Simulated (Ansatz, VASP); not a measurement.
## SnSe: VASP beside Ansatz

```
Sn Se
1.0
     4.23143    0.00000    0.00000
     0.00000    4.23143    0.00000
     0.00000    0.00000    5.98483
Sn Se
2 2
Direct
  0.50000 0.00000 0.25005
  0.00000 0.50000 0.74995
  0.50000 0.00000 0.74996
  0.00000 0.50000 0.25004
```

Alike in both runs: functional r2SCAN; dispersion rVV10; k mesh 8 × 8 × 6; occupations gaussian, width 0.02 eV; no spin polarisation.

Ansatz relaxed the structure, and its values are those at the end. VASP's run is a single point on that final structure, the one shown.

```csv
,VASP,Ansatz
version,VASP 6.6.1,Ansatz 0.2.0
potentials or method,"VASP PAW PBE potentials, release 64 (Sn_d, Se), cutoff 520 eV","scalar-relativistic, plane waves, PAW"
valence electrons in the cell,40,60
```

```csv
,VASP,Ansatz,Ansatz less VASP
gap on the k mesh at the Fermi level (eV),0.38,0.38,0.000
least direct gap on the mesh (eV),0.53,0.53,-0.001
pressure (GPa),0.1,0.0,-0.13
```

VASP's potentials were made for PBE, not for r2SCAN. VASP's potentials hold 40 valence electrons a cell and Ansatz's 60, so a difference there can come from the potentials and not from the codes.
